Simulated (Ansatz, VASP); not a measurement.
## AlN in VASP and in Ansatz

INCAR

```
SYSTEM = AlN
PREC = Accurate ; ENCUT = 520
EDIFF = 1E-7 ; ISMEAR = 0
SIGMA = 0.05 ; LREAL = .FALSE.
LASPH = .TRUE. ; NELM = 60
ALGO = Normal ; ISIF = 2
LWAVE = .FALSE. ; LCHARG = .TRUE.
GGA = PE ; LELF = .TRUE.
LVHAR = .TRUE. ; NBANDS = 26
```

The input KPOINTS:

```
regular mesh
0
G
  8 6 4
  0 0 0
```

Contents of POSCAR:

```
AlN
1.0
   -1.6567491617      2.8695737234      0.0000000000
    0.0000000000      0.0000000000      4.1874629526
    4.9702474850      2.8695737234      0.0000000000
Al N
4 4
Direct
    0.5937006068      0.7500000000      0.2486019029
    0.0000000000      0.7500000000      0.6666666667
    0.0000000000      0.2500000000      0.3333333333
    0.5000000000      0.2500000000      0.8333333333
    0.5000000000      0.2500000000      0.1666666667
    0.0000000000      0.2500000000      0.6666666667
    0.0000000000      0.7500000000      0.3333333333
    0.5000000000      0.7500000000      0.8333333333
```

Input for Ansatz:

```yaml
crystal:
  lattice:
    - [-1.6567491617, 2.8695737234, 0.0]
    - [0.0, 0.0, 4.1874629526]
    - [4.970247485, 2.8695737234, 0.0]
  atoms:
    - { symbol: Al, position: [0.5937006068, 0.75, 0.2486019029] }
    - { symbol: Al, position: [0.0, 0.75, 0.6666666667] }
    - { symbol: Al, position: [0.0, 0.25, 0.3333333333] }
    - { symbol: Al, position: [0.5, 0.25, 0.8333333333] }
    - { symbol: "N", position: [0.5, 0.25, 0.1666666667] }
    - { symbol: "N", position: [0.0, 0.25, 0.6666666667] }
    - { symbol: "N", position: [0.0, 0.75, 0.3333333333] }
    - { symbol: "N", position: [0.5, 0.75, 0.8333333333] }
basis:
  ecutwfc: 420
kpoints:
  mp_grid: { grid: [8, 6, 4] }
hamiltonian:
  xc: pbe
  pseudopotentials: { kind: paw, azcp: { folder: soft_1 } }
scf:
  occupations: { method: gaussian, width: 0.05 }
output:
  forces: true
  stress: true
  eigenvalues: true
```

Alike in both runs: task single point; functional PBE; k mesh 8 × 6 × 4; occupations gaussian, width 0.05 eV; no spin polarisation.

|  | VASP | Ansatz |
| --- | --- | --- |
| version | VASP 6.6.1 | Ansatz 0.2.0 |
| potentials or method | VASP PAW PBE potentials, release 64 (Al, N), cutoff 520 eV | scalar-relativistic, plane waves, PAW |
| valence electrons in the cell | 32 | 32 |

|  | VASP | Ansatz | Ansatz less VASP |
| --- | --- | --- | --- |
| gap on the k mesh at the Fermi level (eV) | 2.50 | 2.50 | -0.003 |
| least direct gap on the mesh (eV) | 2.50 | 2.50 | -0.003 |
| pressure (GPa) | 16.9 | 17.0 | +0.09 |
| traceless stress, the component that is largest in VASP (GPa) | 34.71 | 34.69 | -0.016 |
| rms of the force components (eV/Å) | 6.155 | 6.146 | -0.0084 |

Atom by atom the forces differ by 0.010 eV/Å (rms over components).
